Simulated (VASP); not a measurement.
# WS2: single point with PBEsol+D3(BJ)

The system is WS2.

```
W S
1.0
     1.51350    0.87382    5.00130
    -1.51350    0.87382    5.00130
     0.00000   -1.74764    5.00130
W S
1 2
Direct
  0.99936 0.99936 0.99936
  0.75547 0.75547 0.75547
  0.57647 0.57647 0.57647
```

- Program: VASP 6.6.1
- Task: single point
- Functional: PBEsol
- Dispersion: D3(BJ)
- Potentials or basis: VASP PAW PBE potentials, release 64 (W_sv, S)
- Cutoff: 520 eV
- k mesh: 12 × 12 × 12
- Occupations: gaussian, width 0.05 eV
- Spin: no spin polarisation

```json
{"Pressure": "67.9 GPa", "Largest force": "6.872 eV/Å", "Band gap on the k mesh": "zero (bands 13 and 14 overlap by 1.25 eV)", "Dispersion energy per atom": "-0.522 eV"}
```

Forces on the atoms (eV/Å):
```
W    0.000  0.000  0.041
S    0.000  0.000  6.831
S    0.000  0.000 -6.872
```

Stress tensor (GPa, compression positive):
```
56.12  0.00  0.00
 0.00 56.12  0.00
 0.00  0.00 91.54
```

Levels at points of the mesh, in eV from the Fermi level:
| k point | band 9 | band 10 | band 11 | band 12 | band 13 | band 14 | band 15 | band 16 | band 17 | band 18 |
| --- | --- | --- | --- | --- | --- | --- | --- | --- | --- | --- |
| (0.00, 0.00, 0.00) | -6.16 | -4.35 | -4.35 | -1.60 | -0.07 | 1.30 | 1.30 | 3.02 | 3.02 | 3.86 |
| (0.50, 0.00, 0.00) | -6.85 | -6.59 | -3.06 | -2.99 | -2.51 | 1.64 | 2.26 | 3.07 | 3.68 | 4.69 |
| (0.50, 0.50, 0.00) | -6.68 | -6.21 | -4.12 | -3.85 | -2.67 | 1.36 | 2.30 | 2.83 | 4.91 | 5.83 |
| (0.50, 0.50, 0.50) | -6.23 | -5.03 | -4.19 | -4.19 | 0.87 | 1.69 | 1.69 | 2.29 | 2.29 | 3.67 |

It took 4.1 min on 1 thread of Intel(R) Xeon(R) Platinum 8259CL CPU @ 2.50GHz (Skylake/Cascade Lake), on a shared host, peak memory 0.34 GiB.

Caveat: the cell stands under pressure; the PAW data sets were made with another functional, which shifts forces and pressure a little; spin-orbit coupling is left out, which moves the levels of the heavy elements.
